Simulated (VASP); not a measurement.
# W (Im-3m) in VASP: further runs

The runs below take W through single point, relaxation of cell and atoms, with PBE.

All numbers are computed with VASP 6.6.1; they aren't measurements. Logs are shortened: lines on timing, memory, paths and dates and some standing lists are left out, and cuts for length are marked.

### Step 1. The cell of the first run

It takes space group Im-3m (No. 229, cubic). Conventional cell: a = 3.183 Å, b = 3.183 Å, c = 3.183 Å, α = 90.00°, β = 90.00°, γ = 90.00°. W (site symmetry m-3m) has 14 W at 2.76 to 3.18 Å within 3.6 Å.

### Step 2. Single point, PBE

The input, INCAR:

```
SYSTEM = W
PREC = Accurate
ENCUT = 520
EDIFF = 1E-6
ISMEAR = 0
SIGMA = 0.1
LREAL = .FALSE.
LASPH = .TRUE.
NELM = 100
ALGO = Normal
ISIF = 2
LWAVE = .FALSE.
LCHARG = .FALSE.
GGA = PE
NBANDS = 13
```

The input, KPOINTS:

```
Automatic mesh
0
G
  16 16 16
  0 0 0
```

The input, POSCAR:

```
W
1.0
   -1.5914677047      1.5914677047      1.5914677047
    1.5914677047     -1.5914677047      1.5914677047
    1.5914677047      1.5914677047     -1.5914677047
W
1
Direct
    0.0000000000      0.0000000000      0.0000000000
```

Potentials or basis: VASP PAW PBE potentials, release 64 (W_sv).

Started as:

```bash
cat potpaw_PBE.64/W_sv/POTCAR > POTCAR
mpirun -np 1 vasp_std > vasp.out
```

OUTCAR:

```text
SYSTEM = W
   PREC = Accurate
   ENCUT = 520
   EDIFF = 1E-6
   ISMEAR = 0
   LREAL = .FALSE.
   LASPH = .TRUE.
   NELM = 100
   ISIF = 2
   GGA = PE

 ion  position               nearest neighbor table
   1  0.000  0.000  0.000-

  LATTYP: Found a body centered cubic cell.
 ALAT       =     3.1829354094

  Lattice vectors:

 A1 = (  -1.5914677047,   1.5914677047,   1.5914677047)
 A2 = (   1.5914677047,  -1.5914677047,   1.5914677047)
 A3 = (   1.5914677047,   1.5914677047,  -1.5914677047)

Analysis of symmetry for initial positions (statically):
=====================================================================
 Subroutine PRICEL returns:
 Original cell was already a primitive cell.

 Routine SETGRP: Setting up the symmetry group for a
 body centered cubic supercell.

 Subroutine GETGRP returns: Found 48 space group operations
 (whereof 48 operations were pure point group operations)
 out of a pool of 48 trial point group operations.

The static configuration has the point symmetry O_h .

Analysis of symmetry for dynamics (positions and initial velocities):
=====================================================================
 Subroutine PRICEL returns:
 Original cell was already a primitive cell.

 Routine SETGRP: Setting up the symmetry group for a
 body centered cubic supercell.

 Subroutine GETGRP returns: Found 48 space group operations
 (whereof 48 operations were pure point group operations)
 out of a pool of 48 trial point group operations.

The dynamic configuration has the point symmetry O_h .

 Subroutine INISYM returns: Found 48 space group operations
 (whereof 48 operations are pure point group operations),
 and found     1 'primitive' translations

----------------------------------------------------------------------------------------

                                     Primitive cell

  volume of cell :      16.1233

  direct lattice vectors                    reciprocal lattice vectors
    -1.591467705  1.591467705  1.591467705     0.000000000  0.314175398  0.314175398
     1.591467705 -1.591467705  1.591467705     0.314175398  0.000000000  0.314175398
     1.591467705  1.591467705 -1.591467705     0.314175398  0.314175398  0.000000000

  length of vectors
     2.756502923  2.756502923  2.756502923     0.444311109  0.444311109  0.444311109

  position of ions in fractional coordinates (direct lattice)
     0.000000000  0.000000000  0.000000000

  ion indices of the primitive-cell ions
   primitive index   ion index
                 1           1

----------------------------------------------------------------------------------------

 KPOINTS: Automatic mesh

Automatic generation of k-mesh.
 Grid dimensions read from file:
 generate k-points for:   16   16   16

 Generating k-lattice:

  Cartesian coordinates                     Fractional coordinates (reciprocal lattice)
     0.000000000  0.019635962  0.019635962     0.062500000  0.000000000  0.000000000
     0.019635962  0.000000000  0.019635962     0.000000000  0.062500000  0.000000000
     0.019635962  0.019635962  0.000000000     0.000000000  0.000000000  0.062500000

  Length of vectors
     0.027769444  0.027769444  0.027769444

  Shift w.r.t. Gamma in fractional coordinates (k-lattice)
     0.000000000  0.000000000  0.000000000

 Subroutine IBZKPT returns following result:
 ===========================================

 Found    145 irreducible k-points:

 Following reciprocal coordinates:
            Coordinates               Weight
  0.000000  0.000000  0.000000      1.000000
  0.062500  0.000000  0.000000     12.000000
  0.125000  0.000000  0.000000     12.000000
  0.187500  0.000000  0.000000     12.000000
  0.250000  0.000000  0.000000     12.000000
  0.312500  0.000000  0.000000     12.000000
[... 16 lines left out ...]
  0.187500  0.187500  0.000000     24.000000
  0.250000  0.187500  0.000000     48.000000
 [... further k-points ...]
   k-points           NKPTS =    145   k-points in BZ     NKDIM =    145   number of bands    NBANDS=     13
   number of dos      NEDOS =    301   number of ions     NIONS =      1
   total plane-waves  NPLWV =  13824
   dimension x,y,z NGX =    24 NGY =   24 NGZ =   24
   dimension x,y,z NGXF=    48 NGYF=   48 NGZF=   48
   ions per type =               1
   NGX,Y,Z   is equivalent  to a cutoff of  14.47, 14.47, 14.47 a.u.
   NGXF,Y,Z  is equivalent  to a cutoff of  28.95, 28.95, 28.95 a.u.
 SYSTEM =  W
   PREC   = accura    normal or accurate (medium, high low for compatibility)
   ISTART =      0    job   : 0-new  1-cont  2-samecut
   ICHARG =      2    charge: 1-file 2-atom 10-const
   ISPIN  =      1    spin polarized calculation?
   LNONCOLLINEAR =      F non collinear calculations
   LSORBIT =      F    spin-orbit coupling
   LASPH  =      T    aspherical Exc in radial PAW
   ENCUT  =  520.0 eV  38.22 Ry    6.18 a.u.   5.13  5.13  5.13*2*pi/ulx,y,z
   NELM   =    100;   NELMIN=  2; NELMDL= -5     # of ELM steps
   EDIFF  = 0.1E-05   stopping-criterion for ELM
   LREAL  =      F    real-space projection
   EDIFFG = 0.1E-04   stopping-criterion for IOM
   NSW    =      0    number of steps for IOM
   IBRION =     -1    ionic relax: 0-MD 1-quasi-New 2-CG
   NFREE  =      0    steps in history (QN), initial steepest desc. (CG)
   ISIF   =      2    stress and relaxation
   ISYM   =      2    0-nonsym 1-usesym 2-fastsym
   POTIM  = 0.5000    time-step for ionic-motion
   TEBEG  =    0.0;   TEEND  =   0.0 temperature during run
   PSTRESS=    0.0 pullay stress
   NELECT =      14.0000    total number of electrons
   NUPDOWN=      -1.0000    fix difference up-down
   EMIN   =  10.00;   EMAX   =-10.00  energy-range for DOS
   EFERMI =   0.00;   METHOD = LEGACY
   ISMEAR =     0;   SIGMA  =   0.10  broadening in eV -4-tet -1-fermi 0-gaus
   EFERMI_NEDOS =   21; number of points for ismear=-14 and -15
   IALGO  =     38    algorithm
   IMIX   =      4    mixing-type and parameters
     AMIX     =   0.40;   BMIX     =  1.00
     AMIX_MAG =   1.60;   BMIX_MAG =  1.00
  volume/ion in A,a.u.               =      16.12       108.81
  Fermi-wavevector in a.u.,A,eV,Ry     =   1.561827  2.951426 33.188754  2.439305
  Thomas-Fermi vector in A             =   2.664835
   LORBIT       =      0    0 simple, 1 ext, 2 COOP (PROOUT), +10 PAW based schemes
   GGA     = PE    functional components
   LHFCALC =     F    Hartree Fock is set to
   AEXX    =    0.0000 exact exchange contribution
   IVDW    =     0    specifies the selected vdW correction
   LEPSILON=     F    determine dielectric tensor
   LRPA    =     F    only Hartree local field effects (RPA)
 non-spin polarized calculation
 Gauss-broadening in eV      SIGMA  =   0.10
  energy-cutoff  :      520.00
  volume of cell :       16.12
 maximum number of plane-waves:       466
 NGX is ok and might be reduce to    24
   NGX = 11   NGY = 11   NGZ = 11

 number of electron      14.0000002 magnetization

 Free energy of the ion-electron system (eV)
  ---------------------------------------------------
  ext. energy  EPLUGINS =         0.00000000
  ---------------------------------------------------
  free energy    TOTEN  =       -12.95826015 eV

  energy without entropy =      -12.95492959  energy(sigma->0) =      -12.95659487

 E-fermi :  11.2369     XC(G=0): -13.5443

 val. band max:       11.2181096956   @ k =  -0.2500   0.3125   0.1250
 cond. band min:      11.2396166513   @ k =  -0.3125   0.3125   0.1875
 fundamental gap:      0.0215069557
 Fermi energy:        11.2368545749

 k-point     1 :       0.0000    0.0000    0.0000
  band No.  band energies     occupation
      1     -63.0036      2.00000
      2     -26.5903      2.00000
      3     -26.5903      2.00000
      4     -26.5903      2.00000
      5       1.6561      2.00000
      6       9.9997      2.00000
      7       9.9997      2.00000
      8       9.9997      2.00000
      9      13.4219      0.00000
     10      13.4219      0.00000
     11      25.6769      0.00000
     12      25.6769      0.00000
     13      25.6769      0.00000

 k-point     2 :       0.0625    0.0000    0.0000
  band No.  band energies     occupation
      1     -62.9990      2.00000
      2     -26.6403      2.00000
      3     -26.6060      2.00000
      4     -26.5906      2.00000
      5       1.8415      2.00000
      6       9.8872      2.00000
      7       9.9738      2.00000
      8      10.1782      2.00000
      9      13.2438      0.00000
     10      13.4232      0.00000
     11      25.8341      0.00000
     12      25.9928      0.00000
     13      26.1261      0.00000

 k-point     3 :       0.1250    0.0000    0.0000
  band No.  band energies     occupation
      1     -62.9856      2.00000
      2     -26.7810      2.00000
      3     -26.6503      2.00000
      4     -26.5912      2.00000
      5       2.3721      2.00000
      6       9.5827      2.00000
      7       9.8559      2.00000
      8      10.7065      2.00000
      9      12.8959      0.00000
     10      13.4381      0.00000
     11      26.2016      0.00000
     12      26.9046      0.00000
     13      27.2142      0.00000
[... 305 lines left out ...]
 k-point    23 :       0.1875    0.1875    0.0000
  band No.  band energies     occupation
      1     -62.9124      2.00000
      2     -27.4268      2.00000
      3     -26.8865      2.00000
      4     -26.6793      2.00000
      5       5.3177      2.00000
      6       8.3974      2.00000
      7       8.7475      2.00000
      8      12.4893      0.00000
      9      14.1520      0.00000
     10      14.8423      0.00000
     11      24.9561      0.00000
     12      27.2687      0.00000
     13      29.4458      0.00000

 k-point    24 :       0.2500    0.1875    0.0000
  band No.  band energies     occupation
      1     -62.8936      2.00000
      2     -27.5481      2.00000
      3     -26.9889      2.00000
      4     -26.6954      2.00000
      5       5.9124      2.00000
      6       8.1332      2.00000
      7       8.9097      2.00000
      8      12.7455      0.00000
      9      14.2418      0.00000
     10      16.3873      0.00000
     11      23.4725      0.00000
     12      26.2528      0.00000
     13      28.1204      0.00000

 [... further k-points ...]
[... 5 lines left out ...]
  --------------------------------------------------------------------------------------
  -------------------------------------------------------------------------------------
  Total        0.0454976      0.0454976      0.0454976      0.0000000      0.0000000      0.0000000
  in kB        4.5211105      4.5211105      4.5211105      0.0000000      0.0000000      0.0000000
  external PRESSURE =       4.5211105 kB  Pullay stress =       0.0000000 kB

 VOLUME and BASIS-vectors are now :
 -----------------------------------------------------------------------------
  energy-cutoff  :      520.00
  volume of cell :       16.12
      direct lattice vectors                 reciprocal lattice vectors
    -1.591467705  1.591467705  1.591467705     0.000000000  0.314175398  0.314175398
     1.591467705 -1.591467705  1.591467705     0.314175398  0.000000000  0.314175398
     1.591467705  1.591467705 -1.591467705     0.314175398  0.314175398  0.000000000

 POSITION                                       TOTAL-FORCE (eV/Angst)
 -----------------------------------------------------------------------------------
      0.00000      0.00000      0.00000        -0.000000      0.000000      0.000000
 -----------------------------------------------------------------------------------
    total drift:                                0.000000      0.000000      0.000000

  FREE ENERGIE OF THE ION-ELECTRON SYSTEM (eV)
  ---------------------------------------------------
  free  energy   TOTEN  =       -12.9582601466 eV

  energy  without entropy=      -12.9549295943  energy(sigma->0) =      -12.95659487
```

It took 43 s on 1 thread of AMD EPYC 7R43 (Zen 3), shared host; peak memory 0.12 GiB.

Results:

```yaml
Free_energy: -12.9583 eV
Pressure: 0.5 GPa
Band_gap_on_the_k_mesh: zero (band 7 reaches 16.25 eV, above the bottom of band 8 at 10.00 eV)
```

Levels at points of the mesh, in eV from the Fermi level:
| k point | band 3 | band 4 | band 5 | band 6 | band 7 | band 8 | band 9 | band 10 | band 11 | band 12 |
| --- | --- | --- | --- | --- | --- | --- | --- | --- | --- | --- |
| (0.00, 0.00, 0.00) | -37.83 | -37.83 | -9.58 | -1.24 | -1.24 | -1.24 | 2.19 | 2.19 | 14.44 | 14.44 |
| (0.50, 0.00, 0.00) | -38.22 | -37.83 | -6.20 | -3.52 | 0.58 | 2.07 | 3.03 | 5.96 | 10.77 | 11.40 |
| (0.50, 0.50, 0.50) | -38.68 | -38.68 | -5.74 | -5.74 | 5.01 | 5.01 | 5.01 | 8.07 | 8.07 | 8.07 |

Caveat: spin-orbit coupling is left out, which moves the levels of the heavy elements.

### Step 3. Single point, PBE

INCAR, as its differences from that of step 2:

```diff
@@ -4,7 +4,7 @@
 EDIFF = 1E-6
-ISMEAR = 0
-SIGMA = 0.1
+ISMEAR = -1
+SIGMA = 0.15
 LREAL = .FALSE.
 LASPH = .TRUE.
-NELM = 100
+NELM = 60
 ALGO = Normal
```

KPOINTS is that of step 2.

The input, POSCAR:

```
W
1.0
   -1.5918227068      1.5918227068      1.5918227068
    1.5918227068     -1.5918227068      1.5918227068
    1.5918227068      1.5918227068     -1.5918227068
W
1
Direct
    0.0000000000      0.0000000000      0.0000000000
```

Potentials or basis: VASP PAW PBE potentials, release 64 (W_sv).

Started as:

```bash
cat potpaw_PBE.64/W_sv/POTCAR > POTCAR
mpirun -np 1 vasp_std > vasp.out
```

It took 44 s on 1 thread of AMD EPYC 7R43 (Zen 3), shared host; peak memory 0.13 GiB.

The run converged. Its results:

```
Free energy            : -12.9745 eV
Pressure               : 0.5 GPa
Band gap on the k mesh : zero (band 7 reaches 16.23 eV, above the bottom of band 8 at 9.99 eV)
```

Levels at points of the mesh, in eV from the Fermi level:
```csv
k point,band 4,band 5,band 6,band 7,band 8,band 9,band 10,band 11
"(0.00, 0.00, 0.00)",-37.77,-9.52,-1.18,-1.18,-1.18,2.24,2.24,14.50
"(0.50, 0.00, 0.00)",-37.78,-6.14,-3.46,0.64,2.13,3.08,6.02,10.82
"(0.50, 0.50, 0.50)",-38.62,-5.67,-5.67,5.06,5.06,5.06,8.13,8.13
```

Caveat: spin-orbit coupling is left out, which moves the levels of the heavy elements.

### Step 4. Relaxation of cell and atoms, PBE

The input, INCAR:

```
SYSTEM = W
PREC = Accurate
ENCUT = 600
EDIFF = 1E-6
ISMEAR = -1
SIGMA = 0.15
LREAL = .FALSE.
LASPH = .TRUE.
NELM = 100
ALGO = Normal
ISIF = 3
LWAVE = .FALSE.
LCHARG = .FALSE.
GGA = PE
IBRION = 2
NSW = 80
EDIFFG = -0.001
```

KPOINTS is that of step 3.

The input, POSCAR:

```
W
1.0
   -1.5914677047      1.5914677047      1.5914677047
    1.5914677047     -1.5914677047      1.5914677047
    1.5914677047      1.5914677047     -1.5914677047
W
1
Direct
    0.0000000000      0.0000000000      0.0000000000
```

Started as:

```bash
cat potpaw_PBE.64/W_sv/POTCAR > POTCAR
mpirun -np 1 vasp_std > vasp.out
```

Run time: 88 s. Hardware: 1 thread of AMD EPYC 7R43 (Zen 3), shared host; peak memory 0.13 GiB.

The run converged. Its results:

| Quantity | Value |
| --- | --- |
| Free energy | -12.9748 eV |
| Relaxed volume | 16.16 Å³/atom |
| Relaxed cell | a = 2.759 Å, b = 2.759 Å, c = 2.759 Å, α = 109.47°, β = 109.47°, γ = 109.47° |
| Space group after relaxing (to 0.05 Å) | Im-3m (No. 229) |
| Energy gained by relaxing | 0.1 meV/atom |
| Ionic steps | 3 |
| Pressure after relaxing | 0.0 GPa |
| Band gap on the k mesh | zero (band 7 reaches 16.20 eV, above the bottom of band 8 at 9.97 eV) |

Final structure:
```cif
data_structure
_symmetry_space_group_name_H-M 'P 1'
_symmetry_Int_Tables_number 1
_cell_length_a 2.7586
_cell_length_b 2.7586
_cell_length_c 2.7586
_cell_angle_alpha 109.471
_cell_angle_beta 109.471
_cell_angle_gamma 109.471
_cell_volume 16.16
loop_
_atom_site_label
_atom_site_type_symbol
_atom_site_fract_x
_atom_site_fract_y
_atom_site_fract_z
_atom_site_occupancy
W1 W 0.00000 0.00000 0.00000 1
```

Levels at points of the mesh, in eV from the Fermi level:
```tsv
k point	band 3	band 4	band 5	band 6	band 7	band 8	band 9	band 10	band 11
(0.00, 0.00, 0.00)	-37.77	-37.77	-9.51	-1.17	-1.17	-1.17	2.24	2.24	14.49
(0.50, 0.00, 0.00)	-38.17	-37.78	-6.13	-3.45	0.63	2.12	3.08	6.00	10.79
(0.50, 0.50, 0.50)	-38.62	-38.62	-5.66	-5.66	5.05	5.05	5.05	8.11	8.11
```

Caveat: spin-orbit coupling is left out, which moves the levels of the heavy elements.

(Continued in part 2 of 2.)
